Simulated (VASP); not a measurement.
Write the native input for VASP 6.6.1 that does the following.

* Task: single point
* Functional: r2SCAN
* Potentials or basis: VASP PAW PBE potentials, release 64 (Si, Ni)
* Cutoff: 520 eV
* k mesh: 12 × 12 × 8
* Occupations: gaussian, width 0.1 eV
* Spin: no spin polarisation
* Dipole correction: no
* Further INCAR settings: ALGO = Normal; EDIFF = 1e-06; NBANDS = 33

The system is SiNi2.

```
CELL_PARAMETERS angstrom
3.80006 0.00000 0.00000
-1.90003 3.29095 0.00000
0.00000 0.00000 4.80212
ATOMIC_POSITIONS crystal
Si 0.33333 0.66667 0.75000
Si 0.66667 0.33333 0.25000
Ni 0.00000 0.00000 0.00000
Ni 0.00000 0.00000 0.50000
Ni 0.33333 0.66667 0.25000
Ni 0.66667 0.33333 0.75000
```

These files were run (other wordings do the same):

POSCAR

```
SiNi2
1.0
    3.8000576434      0.0000000000      0.0000000000
   -1.9000288217      3.2909464550      0.0000000000
    0.0000000000      0.0000000000      4.8021235142
Si Ni
2 4
Direct
    0.3333333333      0.6666666667      0.7500000000
    0.6666666667      0.3333333333      0.2500000000
    0.0000000000      0.0000000000      0.0000000000
    0.0000000000      0.0000000000      0.5000000000
    0.3333333333      0.6666666667      0.2500000000
    0.6666666667      0.3333333333      0.7500000000
```

INCAR.step1

```
PREC = Accurate
ENCUT = 520
ISMEAR = 0
SIGMA = 0.1
LREAL = F
LASPH = T
NELM = 80
NBANDS = 33
GGA = PE
ALGO = Normal
EDIFF = 1E-4
LWAVE = T
LCHARG = F
```

INCAR.step2

```
PREC = Accurate
ENCUT = 520
EDIFF = 1E-6
ISMEAR = 0
SIGMA = 0.1
LREAL = F
LASPH = T
NELM = 80
ALGO = Normal
ISIF = 2
LWAVE = F
LCHARG = T
METAGGA = R2SCAN
LMIXTAU = T
LELF = T
LVHAR = T
NBANDS = 33
ISTART = 1
```

KPOINTS

```
regular mesh
0
Gamma
  12 12 8
```

Potentials or basis: VASP PAW PBE potentials, release 64 (Si, Ni).

The run is started by

```sh
$ cat potpaw_PBE.64/Si/POTCAR potpaw_PBE.64/Ni/POTCAR > POTCAR
$ cp INCAR.step1 INCAR
$ mpirun -np 1 vasp_std > vasp.out
$ cp INCAR.step2 INCAR
$ mpirun -np 1 vasp_std > vasp.out
```

Results of the run:

```json
{"Pressure": "16.4 GPa", "Band gap on the k mesh": "zero (bands 24 and 25 overlap by 3.89 eV)"}
```

Caveat: the cell stands under pressure; the PAW data sets were made with another functional, which shifts forces and pressure a little.

It took 5.2 min on 1 thread of Intel(R) Xeon(R) 6975P-C (Granite Rapids), with other jobs on the host, peak memory 0.28 GiB.
